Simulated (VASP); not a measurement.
## Cr: relaxation of shape and atoms at fixed volume with PBEsol

The system is Cr.

```
Cr
1.0
     2.40744    0.00000    0.00000
    -1.20372    2.08490    0.00000
     0.00000    0.00000    4.30100
Cr
2
Cartesian
  0.0000 1.3899 1.0752
  1.2037 0.6950 3.2257
```

This isn't the form of Cr at room conditions, which is bcc.

| Item | Value |
| --- | --- |
| Program | VASP 6.6.1 |
| Task | relaxation of shape and atoms at fixed volume |
| Functional | PBEsol |
| Potentials or basis | VASP PAW PBE potentials, release 64 (Cr_pv) |
| Cutoff | 600 eV |
| k mesh | 18 × 18 × 10 |
| Occupations | gaussian, width 0.1 eV |
| Spin | no spin polarisation |
| Dipole correction | no |
| Further INCAR settings | ALGO = Fast; EDIFF = 1e-07; IBRION = 2; EDIFFG = -0.01; NSW = 50; ISIF = 4 |

The energy gained by relaxing is 0.0 meV/atom. The ionic steps are 3, the pressure after relaxing is 17.5 GPa and the band gap on the k mesh is zero (bands 12 and 13 overlap by 1.45 eV).

Final structure:
```
CELL_PARAMETERS angstrom
2.40912 0.00000 0.00000
-1.20456 2.08636 0.00000
0.00000 0.00000 4.29499
ATOMIC_POSITIONS crystal
Cr 0.33333 0.66667 0.25000
Cr 0.66667 0.33333 0.75000
```

Levels at points of the mesh, in eV from the Fermi level:
```tsv
k point	band 8	band 9	band 10	band 11	band 12	band 13	band 14	band 15	band 16
(0.00, 0.00, 0.00)	-4.43	-1.36	-0.44	-0.44	-0.08	-0.05	-0.05	1.17	1.17
(0.50, 0.00, 0.00)	-3.91	-3.82	-1.07	-0.55	-0.29	-0.24	2.62	3.21	3.36
(0.00, 0.00, 0.50)	-5.82	-1.79	-1.79	-0.41	-0.41	-0.41	-0.41	2.03	2.03
(0.50, 0.00, 0.50)	-4.42	-2.83	-2.83	1.03	1.03	1.51	1.51	3.29	3.29
```

Wall time 2.8 min on 1 thread of Intel(R) Xeon(R) Platinum 8488C (Sapphire Rapids), on a shared host, peak memory 0.2 GiB.

Caveat: the PAW data sets were made with another functional, which shifts forces and pressure a little; the run has no spin polarisation, though such a crystal can be magnetic. Spin polarisation is off, so any magnetic state and its effect on volume and gap are missing.
